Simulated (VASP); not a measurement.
Set up this calculation in VASP 6.6.1, as the native input.

* Task: single point
* Functional: BLYP
* Potentials or basis: VASP PAW PBE potentials, release 64 (Os)
* Cutoff: 600 eV
* k mesh: 7 × 7 × 4
* Occupations: fermi-dirac, width 0.1 eV
* Spin: no spin polarisation
* Dipole correction: no
* Further INCAR settings: ALGO = Normal; EDIFF = 1e-06; NBANDS = 15

The structure of Os lies in POSCAR:

```
Os
1.0
    2.7979514782      0.0000000000      0.0000000000
   -1.3989757391      2.4230970587      0.0000000000
    0.0000000000      0.0000000000      4.3983000373
Os
2
Direct
    0.3333333333      0.6666666667      0.2500000000
    0.6666666667      0.3333333333      0.7500000000
```

The input as run:

INCAR

```
SYSTEM = Os
PREC = Accurate
ENCUT = 600
EDIFF = 1E-6
ISMEAR = -1
SIGMA = 0.1
LREAL = .False.
LASPH = .True.
NELM = 120
ALGO = Normal
ISIF = 2
LWAVE = .False.
LCHARG = .False.
GGA = B5
ALDAX = 1.0
AGGAX = 1.0
AGGAC = 1.0
ALDAC = 0.0
NBANDS = 15
GGA_COMPAT = .False.
```

KPOINTS

```
Automatic mesh
0
Gamma
  7 7 4
  0 0 0
```

Potentials or basis: VASP PAW PBE potentials, release 64 (Os).

Run with:

```bash
$ cat potpaw_PBE.64/Os/POTCAR > POTCAR
$ mpirun -np 1 vasp_std > vasp.out
```

Results of the run:

| Item | Value |
| --- | --- |
| Pressure | 3.3 GPa |
| Band gap on the k mesh | zero (bands 8 and 9 overlap by 3.12 eV) |

Caveat: the k points lie up to 0.37 Å⁻¹ apart, too coarse for converged energies and pressures of a metal; the PAW data sets were made with another functional, which shifts forces and pressure a little; spin-orbit coupling is left out, which moves the levels of the heavy elements.

Wall time 17 s on 1 thread of Intel Xeon 8259CL, with other jobs on the host, peak memory 0.15 GiB.
